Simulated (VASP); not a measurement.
# Al8H in VASP: a series of runs

Al8H is run at these levels: PBE; tasks: single point.

All numbers are computed with VASP 6.6.1; they aren't measurements. Logs are shortened: lines on timing, memory, paths and dates and some standing lists are left out, and cuts for length are marked.

**1. The cell of the first run**

The cell holds a slab with vacuum, 18 atoms: a = 5.714 Å, b = 8.080 Å, c = 22.243 Å, α = 90.00°, β = 90.00°, γ = 90.00°.

**2. Single point, PBE**

File INCAR:

```
SYSTEM = Al8H
PREC = Accurate ; ENCUT = 520
EDIFF = 1E-6 ; ISMEAR = 0
SIGMA = 0.1 ; LREAL = Auto
LASPH = .True. ; NELM = 100
ALGO = Normal ; ISIF = 2
LWAVE = .False. ; LCHARG = .False.
LDIPOL = .True. ; IDIPOL = 3
DIPOL = 0.5 0.5 0.295 ; GGA = PE
NBANDS = 40
```

File KPOINTS:

```
regular mesh
0
Gamma
  5 4 1
  0 0 0
```

File POSCAR:

```
Al8H
1.0
    5.7135165837      0.0000000000      0.0000000000
    0.0000000000      8.0801326415      0.0000000000
    0.0000000000      0.0000000000     22.2432786975
Al H
16 2
Direct
    0.2500000000      0.2500000000      0.1798296040
    0.2500000000      0.7500000000      0.1798296040
    0.7500000000      0.2500000000      0.1798296040
    0.7500000000      0.7500000000      0.1798296040
    0.0000000000      0.0000000000      0.2440458181
    0.0000000000      0.5000000000      0.2440458181
    0.5000000000      0.0000000000      0.2440458181
    0.5000000000      0.5000000000      0.2440458181
    0.2500000000      0.2500000000      0.3102598702
    0.2500000000      0.7500000000      0.3102598702
    0.7500000000      0.2500000000      0.3102598702
    0.7500000000      0.7500000000      0.3102598702
    0.0000000000      0.0000000000      0.3705963860
    0.0000000000      0.5000000000      0.3705963860
    0.5000000000      0.0000000000      0.3705963860
    0.5000000000      0.5000000000      0.3705963860
    0.2500000000      0.1116978149      0.4483726897
    0.2500000000      0.3883021851      0.4483726897
```

Potentials or basis: VASP PAW PBE potentials, release 64 (Al, H).

The run is started by

```bash
> cat potpaw_PBE.64/Al/POTCAR potpaw_PBE.64/H/POTCAR > POTCAR
> mpirun -np 1 vasp_std > vasp.out
```

OUTCAR:

```text
SYSTEM = Al8H
   PREC = Accurate
   ENCUT = 520
   EDIFF = 1E-6
   ISMEAR = 0
   LREAL = Auto
   LASPH = .True.
   NELM = 100
   ISIF = 2
   GGA = PE

 ion  position               nearest neighbor table
   1  0.250  0.250  0.180-   3 2.86   3 2.86   6 2.86   7 2.86   8 2.86   5 2.86   9 2.90
   2  0.250  0.750  0.180-   4 2.86   4 2.86   6 2.86   7 2.86   8 2.86   5 2.86  10 2.90
   3  0.750  0.250  0.180-   1 2.86   1 2.86   6 2.86   7 2.86   8 2.86   5 2.86  11 2.90
   4  0.750  0.750  0.180-   2 2.86   2 2.86   6 2.86   7 2.86   8 2.86   5 2.86  12 2.90
   5  0.000  0.000  0.244-  13 2.81   7 2.86   7 2.86   4 2.86   1 2.86   2 2.86   3 2.86  11 2.88
                            12 2.88   9 2.88  10 2.88
   6  0.000  0.500  0.244-  14 2.81   8 2.86   8 2.86   4 2.86   1 2.86   2 2.86   3 2.86  11 2.88
                            12 2.88   9 2.88  10 2.88
   7  0.500  0.000  0.244-  15 2.81   5 2.86   5 2.86   4 2.86   1 2.86   2 2.86   3 2.86  11 2.88
                            12 2.88   9 2.88  10 2.88
   8  0.500  0.500  0.244-  16 2.81   6 2.86   6 2.86   4 2.86   1 2.86   2 2.86   3 2.86  11 2.88
                            12 2.88   9 2.88  10 2.88
   9  0.250  0.250  0.310-  13 2.81  14 2.81  15 2.81  16 2.81  11 2.86  11 2.86   7 2.88   8 2.88
                             5 2.88   6 2.88   1 2.90
  10  0.250  0.750  0.310-  13 2.81  14 2.81  15 2.81  16 2.81  12 2.86  12 2.86   7 2.88   8 2.88
                             5 2.88   6 2.88   2 2.90
  11  0.750  0.250  0.310-  13 2.81  14 2.81  15 2.81  16 2.81   9 2.86   9 2.86   7 2.88   8 2.88
                             5 2.88   6 2.88   3 2.90
  12  0.750  0.750  0.310-  13 2.81  14 2.81  15 2.81  16 2.81  10 2.86  10 2.86   7 2.88   8 2.88
                             5 2.88   6 2.88   4 2.90
  13  0.000  0.000  0.371-   9 2.81  10 2.81  11 2.81  12 2.81   5 2.81  15 2.86  15 2.86
  14  0.000  0.500  0.371-   9 2.81  10 2.81  11 2.81  12 2.81   6 2.81  16 2.86  16 2.86
  15  0.500  0.000  0.371-   9 2.81  10 2.81  11 2.81  12 2.81   7 2.81  13 2.86  13 2.86
  16  0.500  0.500  0.371-   9 2.81  10 2.81  11 2.81  12 2.81   8 2.81  14 2.86  14 2.86
  17  0.250  0.112  0.448-
  18  0.250  0.388  0.448-

  LATTYP: Found a simple orthorhombic cell.
 ALAT       =     5.7135165837
 B/A-ratio  =     1.4142135624
 C/A-ratio  =     3.8930977747

  Lattice vectors:

 A1 = (   5.7135165837,   0.0000000000,   0.0000000000)
 A2 = (   0.0000000000,   8.0801326415,   0.0000000000)
 A3 = (   0.0000000000,   0.0000000000,  22.2432786975)

Analysis of symmetry for initial positions (statically):
=====================================================================
 Subroutine PRICEL returns:
 Original cell was already a primitive cell.

 Routine SETGRP: Setting up the symmetry group for a
 simple orthorhombic supercell.

 Subroutine GETGRP returns: Found  4 space group operations
 (whereof  1 operations were pure point group operations)
[... 154 lines left out ...]
     AMIX_MAG =   1.60;   BMIX_MAG =  1.00
  volume/ion in A,a.u.               =      57.05       384.99
  Fermi-wavevector in a.u.,A,eV,Ry     =   0.597803  1.129683  4.862288  0.357368
  Thomas-Fermi vector in A             =   1.648667
   LORBIT       =      0    0 simple, 1 ext, 2 COOP (PROOUT), +10 PAW based schemes
   GGA     = PE    functional components
   LHFCALC =     F    Hartree Fock is set to
   AEXX    =    0.0000 exact exchange contribution
   IVDW    =     0    specifies the selected vdW correction
   LEPSILON=     F    determine dielectric tensor
   LRPA    =     F    only Hartree local field effects (RPA)
 non-spin polarized calculation
 Gauss-broadening in eV      SIGMA  =   0.10
  energy-cutoff  :      520.00
  volume of cell :     1026.88
 maximum number of plane-waves:     27706
   NGX = 21   NGY = 31   NGZ = 83

 dipolmoment           0.000000      0.000000     -0.164274 electrons x Angstroem

 number of electron      50.0000000 magnetization

 dipolmoment           0.000000      0.000000      0.198433 electrons x Angstroem

 Free energy of the ion-electron system (eV)
  ---------------------------------------------------
  ext. energy  EPLUGINS =         0.00000000
  ---------------------------------------------------
  free energy    TOTEN  =       -58.95839877 eV

  energy without entropy =      -58.90432837  energy(sigma->0) =      -58.93136357

 E-fermi :  -1.1494     XC(G=0):  -3.6645

 val. band max:       -1.1499490277   @ k =   0.2000   0.2500   0.0000
 cond. band min:      -1.1250014376   @ k =   0.4000   0.5000   0.0000
 fundamental gap:      0.0249475901
 Fermi energy:        -1.1494492475

 k-point     1 :       0.0000    0.0000    0.0000
  band No.  band energies     occupation
      1     -11.3855      2.00000
      2      -9.2196      2.00000
      3      -9.1259      2.00000
      4      -8.9816      2.00000
      5      -6.9687      2.00000
      6      -6.9398      2.00000
[... 349 lines left out ...]
     36       1.4985      0.00000
     37       1.9021      0.00000
 [bands above 37 left out]

------------------------ aborting loop because EDIFF is reached ----------------------------------------

 vacuum level on the upper side and lower side of the slab       (xc-potential included)         0.308        -0.448

  FORCE on cell =-STRESS in cart. coord.  units (eV):
  Direction    XX          YY          ZZ          XY          YZ          ZX
  --------------------------------------------------------------------------------------
  -------------------------------------------------------------------------------------
  Total      -13.0601199     -5.0196234     -5.1094511      0.0000000      0.0000000      0.0000000
  in kB      -20.3768458     -7.8317882     -7.9719404      0.0000000      0.0000000      0.0000000
  external PRESSURE =     -12.0601915 kB  Pullay stress =       0.0000000 kB

 VOLUME and BASIS-vectors are now :
 -----------------------------------------------------------------------------
  energy-cutoff  :      520.00
  volume of cell :     1026.88
      direct lattice vectors                 reciprocal lattice vectors
     5.713516584  0.000000000  0.000000000     0.175023558  0.000000000  0.000000000
     0.000000000  8.080132642  0.000000000     0.000000000  0.123760345  0.000000000
     0.000000000  0.000000000 22.243278697     0.000000000  0.000000000  0.044957401

 POSITION                                       TOTAL-FORCE (eV/Angst)
 -----------------------------------------------------------------------------------
      1.42838      2.02003      4.00000         0.000000      0.000000      0.217884
      1.42838      6.06010      4.00000         0.000000      0.000000      0.230255
      4.28514      2.02003      4.00000         0.000000      0.000000      0.182077
      4.28514      6.06010      4.00000         0.000000      0.000000      0.238728
      0.00000      0.00000      5.42838        -0.238148     -0.007732     -0.253665
      0.00000      4.04007      5.42838        -0.238148      0.007732     -0.253665
[... 10 lines left out ...]
      1.42838      0.90253      9.97328         0.000000     -0.397043     -1.224818
      1.42838      3.13753      9.97328         0.000000      0.397043     -1.224818
 -----------------------------------------------------------------------------------
    total drift:                               -0.000000     -0.000000     -0.012715

  FREE ENERGIE OF THE ION-ELECTRON SYSTEM (eV)
  ---------------------------------------------------
  free  energy   TOTEN  =       -58.9583987716 eV

  energy  without entropy=      -58.9043283719  energy(sigma->0) =      -58.93136357

 vacuum level on the upper side and lower side of the slab         3.649         2.889
```

stdout:

```text
POSCAR found type information on POSCAR AlH
 POSCAR found :  2 types and      18 ions
 scaLAPACK will be used
 LDA part: xc-table for (Slater+PW92), standard interpolation
 POSCAR, INCAR and KPOINTS ok, starting setup
 FFT: planning ... GRIDC
 FFT: planning ... GRID_SOFT
 FFT: planning ... GRID
 WAVECAR not read
 entering main loop
```

It took 20 min on 1 thread of Intel Xeon 8259CL, shared host; peak memory 0.9 GiB.

Results:

| Item | Value |
| --- | --- |
| Free energy | -58.9584 eV |
| Largest force | 1.288 eV/Å |
| Band gap on the k mesh | zero (bands 25 and 26 overlap by 0.65 eV) |

Forces in eV/Å, atoms in the order of the input:
```
Al   0.000  0.000  0.218
Al   0.000  0.000  0.230
Al   0.000  0.000  0.182
Al   0.000  0.000  0.239
Al  -0.238 -0.008 -0.254
Al  -0.238  0.008 -0.254
Al   0.238 -0.008 -0.254
Al   0.238  0.008 -0.254
Al   0.000  0.000 -0.283
Al   0.000  0.000  0.296
Al   0.000  0.000  0.064
Al   0.000  0.000 -0.074
Al   0.127  0.282  0.648
Al   0.127 -0.282  0.648
Al  -0.127  0.282  0.648
Al  -0.127 -0.282  0.648
H    0.000 -0.397 -1.225
H    0.000  0.397 -1.225
```

Levels at points of the mesh, in eV from the Fermi level:
```csv
k point,band 22,band 23,band 24,band 25,band 26,band 27,band 28,band 29
"(0.00, 0.00, 0.00)",-0.88,-0.74,-0.66,-0.41,-0.18,-0.12,0.19,0.33
"(0.00, 0.50, 0.00)",-0.93,-0.87,-0.86,-0.33,-0.07,0.26,0.27,0.44
```

**3. Single point, PBE**

File INCAR:

```
SYSTEM = Al8H
PREC     = Accurate       ! precision mode
ENCUT    = 520            ! plane-wave cutoff, eV
EDIFF    = 1E-6           ! SCF threshold, eV
ISMEAR   = 0              ! smearing method
SIGMA    = 0.1            ! smearing width, eV
LREAL    = Auto         
LASPH    = .True.         ! aspherical terms in the spheres
NELM     = 80             ! most SCF steps
ALGO     = Normal         ! electronic algorithm
ISIF     = 2              ! what is computed and relaxed
LWAVE    = .False.        ! write WAVECAR
LCHARG   = .False.        ! write CHGCAR
LDIPOL   = .True.       
IDIPOL   = 3            
DIPOL    = 0.5 0.5 0.291
GGA      = PE             ! functional
NBANDS   = 40             ! bands
```

File KPOINTS:

```
Automatic mesh
0
Gamma
  5 4 1
  0 0 0
```

Edit POSCAR of step 2 so:

```diff
@@ -24,3 +24,3 @@
     0.5000000000      0.5000000000      0.3705963860
-    0.2500000000      0.1116978149      0.4483726897
-    0.2500000000      0.3883021851      0.4483726897
+    0.2500000000      0.2097778880      0.4052135847
+    0.2500000000      0.2902221120      0.4052135847
```

Potentials or basis: VASP PAW PBE potentials, release 64 (Al, H).

The run is started by

```bash
> cat potpaw_PBE.64/Al/POTCAR potpaw_PBE.64/H/POTCAR > POTCAR
> mpirun -np 1 vasp_std > vasp.out
```

It took 20 min on 1 thread of Intel Xeon 8259CL, shared host; peak memory 0.91 GiB.

It converged, with:

| Property | Result |
| --- | --- |
| Free energy | -59.9773 eV |
| Largest force | 6.105 eV/Å |
| Band gap on the k mesh | zero (bands 25 and 26 overlap by 0.49 eV) |

Forces on the atoms (eV/Å):
```
Al   0.000  0.000  0.211
Al   0.000  0.000  0.188
Al   0.000  0.000  0.220
Al   0.000  0.000  0.208
Al  -0.013 -0.019 -0.276
Al  -0.013  0.019 -0.276
Al   0.013 -0.019 -0.276
Al   0.013  0.019 -0.276
Al   0.000  0.000 -0.838
Al   0.000  0.000  0.015
Al   0.000  0.000  0.108
Al   0.000  0.000 -0.013
Al  -0.217 -0.382 -0.127
Al  -0.217  0.382 -0.127
Al   0.217 -0.382 -0.127
Al   0.217  0.382 -0.127
H    0.000 -6.057  0.757
H    0.000  6.057  0.757
```

Levels at points of the mesh, in eV from the Fermi level:
| k point | band 22 | band 23 | band 24 | band 25 | band 26 | band 27 | band 28 | band 29 |
| --- | --- | --- | --- | --- | --- | --- | --- | --- |
| (0.00, 0.00, 0.00) | -1.45 | -0.80 | -0.70 | -0.45 | -0.28 | 0.05 | 0.06 | 1.16 |
| (0.00, 0.50, 0.00) | -1.00 | -0.98 | -0.92 | -0.77 | 0.07 | 0.09 | 0.19 | 0.27 |

**4. Single point, PBE**

File INCAR:

```
ALGO     = Normal         # electronic algorithm
DIPOL    = 0.5 0.5 0.294
EDIFF    = 1E-7           # SCF threshold, eV
ENCUT    = 520            # plane-wave cutoff, eV
GGA      = PE             # functional
IDIPOL   = 3            
ISIF     = 2              # what is computed and relaxed
ISMEAR   = 0              # smearing method
LASPH    = True           # aspherical terms in the spheres
LCHARG   = False          # write CHGCAR
LDIPOL   = True         
LREAL    = Auto         
LWAVE    = False          # write WAVECAR
NBANDS   = 40             # bands
NELM     = 60             # most SCF steps
PREC     = Accurate       # precision mode
SIGMA    = 0.1            # smearing width, eV
```

File KPOINTS:

```
k-points
0
Gamma
  5 4 1
```

Edit POSCAR of step 3 so:

```diff
@@ -24,3 +24,3 @@
     0.5000000000      0.5000000000      0.3705963860
-    0.2500000000      0.2097778880      0.4052135847
-    0.2500000000      0.2902221120      0.4052135847
+    0.2500000000      0.2097778880      0.4339863214
+    0.2500000000      0.2902221120      0.4339863214
```

The run is started by

```bash
> cat potpaw_PBE.64/Al/POTCAR potpaw_PBE.64/H/POTCAR > POTCAR
> mpirun -np 1 vasp_std > vasp.out
```

It took 21 min on 1 thread of Intel Xeon 8259CL, shared host; peak memory 0.9 GiB.

It converged, with:

| Item | Value |
| --- | --- |
| Free energy | -60.7523 eV |
| Largest force | 5.273 eV/Å |
| Band gap on the k mesh | zero (bands 25 and 26 overlap by 0.51 eV) |

Forces on the atoms (eV/Å):
```
Al   0.000  0.000  0.228
Al   0.000  0.000  0.181
Al   0.000  0.000  0.186
Al   0.000  0.000  0.170
Al  -0.006 -0.025 -0.231
Al  -0.006  0.025 -0.231
Al   0.006 -0.025 -0.231
Al   0.006  0.025 -0.231
Al   0.000  0.000 -0.310
Al   0.000  0.000 -0.028
Al   0.000  0.000  0.028
Al   0.000  0.000 -0.023
Al  -0.091 -0.164 -0.090
Al  -0.091  0.164 -0.090
Al   0.091 -0.164 -0.090
Al   0.091  0.164 -0.090
H    0.000 -5.255  0.427
H    0.000  5.255  0.427
```

Levels at points of the mesh, in eV from the Fermi level:
| k point | band 22 | band 23 | band 24 | band 25 | band 26 | band 27 | band 28 | band 29 |
| --- | --- | --- | --- | --- | --- | --- | --- | --- |
| (0.00, 0.00, 0.00) | -1.33 | -0.78 | -0.77 | -0.50 | -0.20 | -0.08 | 0.17 | 1.15 |
| (0.00, 0.50, 0.00) | -0.95 | -0.95 | -0.88 | -0.85 | 0.16 | 0.19 | 0.24 | 0.27 |

**5. Single point, PBE**

File INCAR:

```
ALGO = Normal
DIPOL = 0.5 0.5 0.297
EDIFF = 1E-6
ENCUT = 520
GGA = PE
IDIPOL = 3
ISIF = 2
ISMEAR = 0
LASPH = True
LCHARG = True
LDIPOL = True
LELF = True
LREAL = Auto
LVACPOTAV = True
LVHAR = True
LWAVE = False
NBANDS = 40
NELM = 80
PREC = Accurate
SIGMA = 0.1
```

KPOINTS is that of step 4.

Edit POSCAR of step 4 so:

```diff
@@ -24,3 +24,3 @@
     0.5000000000      0.5000000000      0.3705963860
-    0.2500000000      0.2097778880      0.4339863214
-    0.2500000000      0.2902221120      0.4339863214
+    0.2500000000      0.2097778880      0.4627590580
+    0.2500000000      0.2902221120      0.4627590580
```

The run is started by

```bash
> cat potpaw_PBE.64/Al/POTCAR potpaw_PBE.64/H/POTCAR > POTCAR
> mpirun -np 1 vasp_std > vasp.out
```

It took 18 min on 1 thread of Intel Xeon 8259CL, shared host; peak memory 0.9 GiB.

It converged, with:

```yaml
Free_energy: -61.1054 eV
Largest_force: 4.995 eV/Å
Band_gap_on_the_k_mesh: zero (bands 25 and 26 overlap by 0.50 eV)
```

Forces in eV/Å, atoms in the order of the input:
```
Al   0.000  0.000  0.220
Al   0.000  0.000  0.203
Al   0.000  0.000  0.186
Al   0.000  0.000  0.193
Al  -0.003 -0.010 -0.209
Al  -0.003  0.010 -0.209
Al   0.003 -0.010 -0.209
Al   0.003  0.010 -0.209
Al   0.000  0.000 -0.061
Al   0.000  0.000 -0.025
Al   0.000  0.000 -0.014
Al   0.000  0.000 -0.018
Al  -0.033 -0.059 -0.041
Al  -0.033  0.059 -0.041
Al   0.033 -0.059 -0.041
Al   0.033  0.059 -0.041
H    0.000 -4.993  0.158
H    0.000  4.993  0.158
```

Levels at points of the mesh, in eV from the Fermi level:
```csv
k point,band 22,band 23,band 24,band 25,band 26,band 27,band 28,band 29
"(0.00, 0.00, 0.00)",-1.37,-0.82,-0.76,-0.53,-0.16,-0.13,0.21,1.18
"(0.00, 0.50, 0.00)",-0.94,-0.94,-0.88,-0.87,0.21,0.22,0.25,0.25
```

**6. The runs side by side**

| cell | gap on the mesh (eV) | largest force (eV/Å) |
| --- | --- | --- |
| as given, atomic positions A | none | 1.29 |
| as given, atomic positions B | none | 6.10 |
| as given, atomic positions C | none | 5.27 |
| as given, atomic positions D | none | 5.00 |

Alike in all rows: task single point; level PBE; potentials or basis VASP PAW PBE potentials, release 64 (Al, H); no spin polarisation; k mesh 5 × 4 × 1; cutoff (eV) 520; smearing gaussian 0.1 eV.

Total energies depend on the potentials used, so only differences within one code and one set of settings carry meaning.
